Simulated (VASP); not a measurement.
Set up this calculation in VASP 6.6.1, as the native input.

```yaml
Task: single point
Functional: PBEsol
Potentials_or_basis: VASP PAW PBE potentials, release 64 (Li_sv, H)
Cutoff: 520 eV
k_mesh: 10 × 10 × 10
Occupations: gaussian, width 0.01 eV
Spin: no spin polarisation
Dipole_correction: no
Further_INCAR_settings: ALGO = Normal; EDIFF = 1e-06; NBANDS = 9
```

The structure of LiH lies in POSCAR:

```
LiH
1.0
    1.9300173580      1.9300173580      0.0000000000
   -1.9300173580      1.9300173580      0.0000000000
    0.0000000000      1.9300173580      1.9300173580
Li H
1 1
Direct
    0.0000000000      0.0000000000      0.0000000000
    0.5000000000      0.5000000000      0.0000000000
```

These files were run (other wordings do the same):

INCAR

```
PREC     = Accurate       # precision mode
ENCUT    = 520            # plane-wave cutoff, eV
EDIFF    = 1E-6           # SCF threshold, eV
ISMEAR   = 0              # smearing method
SIGMA    = 0.01           # smearing width, eV
LREAL    = False          # projectors in reciprocal space
LASPH    = True           # aspherical terms in the spheres
NELM     = 100            # most SCF steps
ALGO     = Normal         # electronic algorithm
ISIF     = 2              # what is computed and relaxed
LWAVE    = False          # write WAVECAR
LCHARG   = True           # write CHGCAR
GGA      = PS             # functional
LELF     = True           # ELF
LVHAR    = True         
NBANDS   = 9              # bands
```

KPOINTS

```
Automatic mesh
0
Gamma
  10 10 10
```

Potentials or basis: VASP PAW PBE potentials, release 64 (Li_sv, H).

Run with:

```bash
$ cat potpaw_PBE.64/Li_sv/POTCAR potpaw_PBE.64/H/POTCAR > POTCAR
$ mpirun -np 1 vasp_std > vasp.out
```

It gave:

* Band gap on the k mesh: 2.64 eV, direct

Wall time 16 s on 1 thread of AMD EPYC 7R13, with other jobs on the host, peak memory 0.09 GiB.
